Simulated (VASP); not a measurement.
# Re (R-3m) in VASP: a series of runs, part 2 of 2

VASP 6.6.1. Earlier steps stand in the parts before.

### 4 Electric field gradients, PBEsol (14.52 Å³/atom)

This run uses another cell than the first one, of 14.52 Å³/atom.

INCAR

```
SYSTEM = Re
PREC = Accurate
ENCUT = 520
EDIFF = 1E-8
ISMEAR = -1
SIGMA = 0.05
LREAL = .FALSE.
LASPH = .TRUE.
NELM = 80
ALGO = Normal
ISIF = 2
LWAVE = .FALSE.
LCHARG = .FALSE.
GGA = PS
LEFG = .TRUE.
NBANDS = 18
```

KPOINTS

```
regular mesh
0
G
  15 15 15
  0 0 0
```

POSCAR

```
Re
1.0
    1.3746347977      0.7936457705      6.6536496326
   -1.3746347977      0.7936457705      6.6536496326
    0.0000000000     -1.5872915410      6.6536496326
Re
3
Direct
    0.0000000000      0.0000000000      0.0000000000
    0.2221738800      0.2221738800      0.2221738800
    0.7778261200      0.7778261200      0.7778261200
```

Potentials or basis: VASP PAW PBE potentials, release 64 (Re).

On the command line:

```console
$ cat potpaw_PBE.64/Re/POTCAR > POTCAR
$ mpirun -np 1 vasp_std > vasp.out
```

OUTCAR:

```text
SYSTEM = Re
   PREC = Accurate
   ENCUT = 520
   EDIFF = 1E-8
   ISMEAR = -1
   LREAL = .FALSE.
   LASPH = .TRUE.
   NELM = 80
   ISIF = 2
   GGA = PS

 ion  position               nearest neighbor table
   1  0.000  0.000  0.000-   3 2.73   3 2.73   2 2.73   2 2.73   3 2.73   2 2.73
   2  0.222  0.222  0.222-   3 2.73   3 2.73   3 2.73   1 2.73   1 2.73   1 2.73
   3  0.778  0.778  0.778-   2 2.73   2 2.73   2 2.73   1 2.73   1 2.73   1 2.73

  LATTYP: Found a trigonal (rhomboedric) cell.
 ALAT       =     6.8403616768
 COS(alpha) =     0.9192306603

  Lattice vectors:

[... 723 lines left out ...]

  energy  without entropy=      -40.0618483479  energy(sigma->0) =      -40.07191793

 Electric field gradients (V/A^2)
---------------------------------------------------------------------
 ion       V_xx      V_yy      V_zz      V_xy      V_xz      V_yz
---------------------------------------------------------------------
   1      41.475    41.475   -82.949     0.000     0.000     0.000
   2      18.017    18.017   -36.035     0.000    -0.000    -0.000
   3      18.017    18.017   -36.035     0.000     0.000    -0.000
---------------------------------------------------------------------

 Electric field gradients after diagonalization (V/A^2)
 (convention: |V_zz| > |V_xx| > |V_yy|)
----------------------------------------------------------------------
 ion       V_xx      V_yy      V_zz     asymmetry (V_yy - V_xx)/ V_zz
----------------------------------------------------------------------
   1      41.475    41.475   -82.949       0.000
   2      18.017    18.017   -36.035       0.000
   3      18.017    18.017   -36.035       0.000
----------------------------------------------------------------------

           NMR quadrupolar parameters

 Cq : quadrupolar parameter    Cq=e*Q*V_zz/h
 eta: asymmetry parameters     (V_yy - V_xx)/ V_zz
 Q  : nuclear electric quadrupole moment in mb (millibarn)
----------------------------------------------------------------------
 ion       Cq(MHz)       eta       Q (mb)
----------------------------------------------------------------------
   1      -0.201       0.000       1.000
   2      -0.087       0.000       1.000
   3      -0.087       0.000       1.000
----------------------------------------------------------------------
```

OSZICAR:

```text
N       E                     dE             d eps       ncg     rms          rms(c)
DAV:   1     0.696102268876E+02    0.69610E+02   -0.97244E+03 23832   0.140E+03
DAV:   2    -0.344633710064E+02   -0.10407E+03   -0.95054E+02 23100   0.408E+02
DAV:   3    -0.418324069753E+02   -0.73690E+01   -0.63687E+01 20030   0.214E+02
DAV:   4    -0.423117935883E+02   -0.47939E+00   -0.45191E+00 21130   0.356E+01
DAV:   5    -0.423304359187E+02   -0.18642E-01   -0.18395E-01 20652   0.602E+00    0.558E+01
DAV:   6    -0.406689561507E+02    0.16615E+01   -0.15959E+00 20800   0.299E+01    0.232E+01
DAV:   7    -0.402242778191E+02    0.44468E+00   -0.18935E+00 24506   0.306E+01    0.282E+00
DAV:   8    -0.400951946283E+02    0.12908E+00   -0.56271E-01 23780   0.155E+01    0.499E-01
DAV:   9    -0.400832172741E+02    0.11977E-01   -0.22467E-02 19468   0.117E+00    0.204E-01
DAV:  10    -0.400820518035E+02    0.11655E-02   -0.15833E-03 22496   0.861E-01    0.108E-01
DAV:  11    -0.400820022693E+02    0.49534E-04   -0.10994E-04 21446   0.115E-01    0.543E-02
DAV:  12    -0.400819875691E+02    0.14700E-04   -0.42485E-05 19458   0.949E-02    0.103E-02
DAV:  13    -0.400819877312E+02   -0.16215E-06   -0.26542E-06 22182   0.255E-02    0.705E-03
DAV:  14    -0.400819875054E+02    0.22581E-06   -0.47040E-07 20404   0.913E-03    0.176E-03
DAV:  15    -0.400819875361E+02   -0.30678E-07   -0.78787E-08 14806   0.341E-03    0.123E-03
DAV:  16    -0.400819875081E+02    0.27939E-07   -0.31132E-09  7750   0.204E-03    0.331E-04
DAV:  17    -0.400819875095E+02   -0.13197E-08   -0.27242E-09  7556   0.930E-04
   1 F= -.40081988E+02 E0= -.40071918E+02  d E =-.201392E-01
```

stdout:

```text
POSCAR found type information on POSCAR Re
 POSCAR found :  1 types and       3 ions
 scaLAPACK will be used
 -----------------------------------------------------------------------------
|                                                                             |
|                                                                             |
|     You enforced a specific xc type in the INCAR file but a different       |
|     I HOPE YOU KNOW WHAT YOU ARE DOING!                                     |
|                                                                             |
 -----------------------------------------------------------------------------

 LDA part: xc-table for (Slater+PW92), standard interpolation
 POSCAR, INCAR and KPOINTS ok, starting setup
 FFT: planning ... GRIDC
 FFT: planning ... GRID_SOFT
 FFT: planning ... GRID
 WAVECAR not read
 entering main loop
ion   1

ion   2

ion   3
```

Run time: 29 min. Hardware: 1 thread of Intel Xeon Platinum 8488C (Sapphire Rapids), shared host; peak memory 0.54 GiB.

Results:

| Quantity | Value |
| --- | --- |
| Free energy | -40.0820 eV |
| Pressure | 1.2 GPa |
| Largest force | 0.032 eV/Å |
| Band gap on the k mesh | zero (an odd number of electrons rules out a gap without spin polarisation) |
| Largest electric field gradient by atom | Re -82.9, -36.0 (each value once) V/Å² |

Forces in eV/Å, atoms in the order of the input:
```
Re   0.000  0.000  0.000
Re   0.000  0.000 -0.032
Re   0.000  0.000  0.032
```

Stress tensor (GPa, compression positive):
```
1.54 0.00 0.00
0.00 1.54 0.00
0.00 0.00 0.51
```

Electric field gradients, principal values (V/Å²):
| atom | least | middle | greatest (by size) |
| --- | --- | --- | --- |
| 1 Re | 41.475 | 41.475 | -82.949 |
| 2 Re | 18.017 | 18.017 | -36.035 |
| 3 Re | 18.017 | 18.017 | -36.035 |

Caveat: without QUAD_EFG the Cq values of the log hold for a quadrupole moment of 1 mb, not for the nuclei; the PAW data sets were made with another functional, which shifts forces and pressure a little; spin-orbit coupling is left out, which moves the levels of the heavy elements.

### 5 Electric field gradients, PBEsol (15.70 Å³/atom)

This run uses another cell than the first one, of 15.70 Å³/atom.

INCAR

```
SYSTEM = Re
ALGO = Normal
EDIFF = 1E-8
ENCUT = 520
GGA = PS
ISIF = 2
ISMEAR = -1
LASPH = .True.
LCHARG = .False.
LEFG = .True.
LREAL = .False.
LWAVE = .False.
NBANDS = 18
NELM = 60
PREC = Accurate
SIGMA = 0.05
```

KPOINTS

```
k-points
0
Gamma
  15 15 15
  0 0 0
```

POSCAR

```
Re
1.0
    1.4110657914      0.8146792145      6.8299866994
   -1.4110657914      0.8146792145      6.8299866994
    0.0000000000     -1.6293584291      6.8299866994
Re
3
Direct
    0.0000000000      0.0000000000      0.0000000000
    0.2221738800      0.2221738800      0.2221738800
    0.7778261200      0.7778261200      0.7778261200
```

Potentials or basis: VASP PAW PBE potentials, release 64 (Re).

On the command line:

```console
$ cat potpaw_PBE.64/Re/POTCAR > POTCAR
$ mpirun -np 1 vasp_std > vasp.out
```

OUTCAR:

```text
SYSTEM = Re
   EDIFF = 1E-8
   ENCUT = 520
   GGA = PS
   ISIF = 2
   ISMEAR = -1
   LASPH = .True.
   LREAL = .False.
   NELM = 60
   PREC = Accurate

 ion  position               nearest neighbor table
   1  0.000  0.000  0.000-   3 2.80   3 2.80   2 2.80   2 2.80   3 2.80   2 2.80
   2  0.222  0.222  0.222-   3 2.80   3 2.80   3 2.80   1 2.80   1 2.80   1 2.80
   3  0.778  0.778  0.778-   2 2.80   2 2.80   2 2.80   1 2.80   1 2.80   1 2.80

  LATTYP: Found a trigonal (rhomboedric) cell.
 ALAT       =     7.0216470435
[... 727 lines left out ...]

  energy  without entropy=      -39.7707828847  energy(sigma->0) =      -39.78185382

 Electric field gradients (V/A^2)
---------------------------------------------------------------------
 ion       V_xx      V_yy      V_zz      V_xy      V_xz      V_yz
---------------------------------------------------------------------
   1      37.068    37.068   -74.137     0.000    -0.000     0.000
   2      17.199    17.199   -34.398    -0.000    -0.000     0.000
   3      17.199    17.199   -34.398    -0.000     0.000     0.000
---------------------------------------------------------------------

 Electric field gradients after diagonalization (V/A^2)
 (convention: |V_zz| > |V_xx| > |V_yy|)
----------------------------------------------------------------------
 ion       V_xx      V_yy      V_zz     asymmetry (V_yy - V_xx)/ V_zz
----------------------------------------------------------------------
   1      37.068    37.068   -74.137       0.000
   2      17.199    17.199   -34.398       0.000
   3      17.199    17.199   -34.398       0.000
----------------------------------------------------------------------

           NMR quadrupolar parameters

 Cq : quadrupolar parameter    Cq=e*Q*V_zz/h
 eta: asymmetry parameters     (V_yy - V_xx)/ V_zz
 Q  : nuclear electric quadrupole moment in mb (millibarn)
----------------------------------------------------------------------
 ion       Cq(MHz)       eta       Q (mb)
----------------------------------------------------------------------
   1      -0.179       0.000       1.000
   2      -0.083       0.000       1.000
   3      -0.083       0.000       1.000
----------------------------------------------------------------------
```

Run time: 30 min. Hardware: 1 thread of Intel Xeon Platinum 8488C (Sapphire Rapids), shared host; peak memory 0.55 GiB.

What came out:

```
Free energy                             : -39.7929 eV
Pressure                                : -25.5 GPa
Largest force                           : 0.007 eV/Å
Band gap on the k mesh                  : zero (an odd number of electrons rules out a gap without spin polarisation)
Largest electric field gradient by atom : Re -74.1, -34.4 (each value once) V/Å²
```

Forces on the atoms (eV/Å):
```
Re   0.000  0.000  0.000
Re   0.000  0.000 -0.007
Re   0.000  0.000  0.007
```

Stress tensor (GPa, compression positive):
```
-25.13   0.00   0.00
  0.00 -25.13   0.00
  0.00   0.00 -26.22
```

Levels at points of the mesh, in eV from the Fermi level:
```csv
k point,band 8,band 9,band 10,band 11,band 12,band 13
"(0.00, 0.00, 0.00)",-1.48,-1.40,-1.40,-1.05,-1.05,0.50
```

Electric field gradients, principal values (V/Å²):
```
atom   least  middle  greatest (by size)
1 Re  37.068  37.068             -74.137
2 Re  17.199  17.199             -34.398
3 Re  17.199  17.199             -34.398
```

Caveat: the cell stands under tension; without QUAD_EFG the Cq values of the log hold for a quadrupole moment of 1 mb, not for the nuclei; the PAW data sets were made with another functional, which shifts forces and pressure a little; spin-orbit coupling is left out, which moves the levels of the heavy elements.

### 6 Summary

```csv
cell,gap on the mesh (eV),pressure (GPa),largest force (eV/Å)
"a = 6.746 Å, angles 23.2°, 3 atoms",none,19.8,0.05
"a = 6.840 Å, angles 23.2°, 3 atoms",none,1.2,0.03
"a = 7.022 Å, angles 23.2°, 3 atoms",none,-25.5,0.01
```

Alike in all rows: task electric field gradients; level PBEsol; potentials or basis VASP PAW PBE potentials, release 64 (Re); no spin polarisation; k mesh 15 × 15 × 15; cutoff (eV) 520; smearing fermi-dirac 0.05 eV.

Caveats: the PAW data sets were made with another functional, which shifts forces and pressure a little; spin-orbit coupling is left out, which moves the levels of the heavy elements; the cell stands under pressure (at least some runs); the cell stands under tension (at least some runs).

Absolute energies hang on the potentials; compare differences alone.
